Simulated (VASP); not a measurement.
# SnO2: single point with r2SCAN

Crystal: SnO2.

```
Sn O
1.0
     4.76022    0.00000    0.03570
     0.00000    4.76022    0.00000
     0.02400    0.00000    3.20057
Sn O
2 4
Direct
  0.00000 0.00000 0.00000
  0.50000 0.50000 0.50000
  0.30589 0.30589 0.00000
  0.19411 0.80589 0.50000
  0.69411 0.69411 0.00000
  0.80589 0.19411 0.50000
```

This cell differs from its parent crystal: strain +0.0150 x Voigt [0, 0, 0, 0, 1, 0].

```json
{
 "Program": "VASP 6.6.1",
 "Task": "single point",
 "Functional": "r2SCAN",
 "Potentials or basis": "VASP PAW PBE potentials, release 64 (Sn_d, O)",
 "Cutoff": "520 eV",
 "k mesh": "6 × 6 × 8",
 "Occupations": "gaussian, width 0.05 eV",
 "Spin": "no spin polarisation"
}
```

* Pressure: 1.1 GPa
* Largest force: 0.088 eV/Å
* Band gap on the k mesh: 1.79 eV

Forces on the atoms (eV/Å):
```
Sn   0.000  0.000  0.000
Sn   0.000  0.000  0.000
O   -0.021 -0.020  0.083
O    0.021 -0.020 -0.083
O    0.021  0.020 -0.083
O   -0.021  0.020  0.083
```

Stress tensor (GPa, compression positive):
```
 0.96  0.00 -1.82
 0.00  0.95  0.00
-1.82  0.00  1.50
```

Levels at points of the mesh, in eV from the valence-band top:
| k point | band 23 | band 24 | band 25 | band 26 | band 27 | band 28 | band 29 | band 30 |
| --- | --- | --- | --- | --- | --- | --- | --- | --- |
| (0.00, 0.00, 0.00) | -1.22 | -0.78 | -0.78 | 0.00 | 1.79 | 6.81 | 7.04 | 7.05 |
| (0.50, 0.00, 0.00) | -1.17 | -1.17 | -0.62 | -0.62 | 5.00 | 5.00 | 7.80 | 7.80 |
| (0.00, 0.50, 0.00) | -1.17 | -1.17 | -0.62 | -0.62 | 5.00 | 5.00 | 7.80 | 7.80 |
| (0.50, 0.50, 0.00) | -1.30 | -1.30 | -0.92 | -0.92 | 5.44 | 5.44 | 8.21 | 8.21 |
| (0.00, 0.00, 0.50) | -1.67 | -1.67 | -1.27 | -1.27 | 6.87 | 6.87 | 10.52 | 10.52 |
| (0.50, 0.00, 0.50) | -1.16 | -1.06 | -0.73 | -0.65 | 7.14 | 7.15 | 8.77 | 8.92 |
| (0.00, 0.50, 0.50) | -1.11 | -1.11 | -0.69 | -0.69 | 7.15 | 7.15 | 8.85 | 8.85 |
| (0.50, 0.50, 0.50) | -0.97 | -0.97 | -0.85 | -0.85 | 5.52 | 5.52 | 9.65 | 9.65 |

Wall time 11 min on 1 thread of Intel Xeon 8259CL (shared host), peak memory 0.32 GiB.

Caveat: the cell differs from its parent crystal (strain +0.0150 x Voigt [0, 0, 0, 0, 1, 0]); the PAW data sets were made with another functional, which shifts forces and pressure a little; spin-orbit coupling is left out, which moves the levels of the heavy elements.
